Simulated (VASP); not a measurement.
The system is LiPS3.

```
Li P S
1.0
     0.00000    4.77579    4.77579
     4.77579    0.00000    4.77579
     4.77579    4.77579    0.00000
Li P S
2 2 6
Direct
  0.75000 0.75000 0.75000
  0.25000 0.25000 0.25000
  0.50000 0.50000 0.50000
  0.00000 0.00000 0.00000
  0.76320 0.23680 0.23680
  0.23680 0.23680 0.76320
  0.23680 0.76320 0.76320
  0.23680 0.76320 0.23680
  0.76320 0.23680 0.76320
  0.76320 0.76320 0.23680
```

The cell was built from a structure type or drawn by symmetry, and may not be a known phase.

* Program: VASP 6.6.1
* Task: relaxation of cell and atoms
* Functional: PBE
* Potentials or basis: VASP PAW PBE potentials, release 64 (Li_sv, P, S)
* Cutoff: 750 eV
* k mesh: 2 × 2 × 2
* Occupations: gaussian, width 0.15 eV
* Spin: no spin polarisation

At the start: pressure -4.1 GPa; volume 21.79 Å³/atom.

Q: How do energy, volume and symmetry change on relaxing?

A: Over 5 steps the energy falls by 52.4 meV/atom and the volume is 19.22 Å³/atom (-11.8 %); space group Fm-3m (No. 225, to 0.1 Å) before, Pm-3m (No. 221, to 0.1 Å).

The path:
```csv
step,energy change (eV),largest force (eV/Å),pressure (GPa),volume (Å³)
1,0.0000,0.4454,-4.07,217.85
2,-0.3413,0.5653,-0.90,200.88
3,-0.3755,0.6174,0.70,194.53
4,-0.4752,0.3273,0.31,193.44
5,-0.5237,0.0735,0.26,192.21
```

Final structure:
```
CELL_PARAMETERS angstrom
0.00000 4.58053 4.58053
4.58053 0.00000 4.58053
4.58053 4.58053 0.00000
ATOMIC_POSITIONS crystal
Li 0.75000 0.75000 0.75000
Li 0.25000 0.25000 0.25000
P 0.50000 0.50000 0.50000
P 0.00000 0.00000 0.00000
S 0.75138 0.24862 0.24862
S 0.24862 0.24862 0.75138
S 0.24862 0.75138 0.75138
S 0.24862 0.75138 0.24862
S 0.75138 0.24862 0.75138
S 0.75138 0.75138 0.24862
```

Caveat: the k points lie up to 0.59 Å⁻¹ apart in the final cell, too coarse for converged energies and pressures of a metal; the relaxation stopped at a loose force limit of 0.08 eV/Å, so its end isn't a converged minimum.
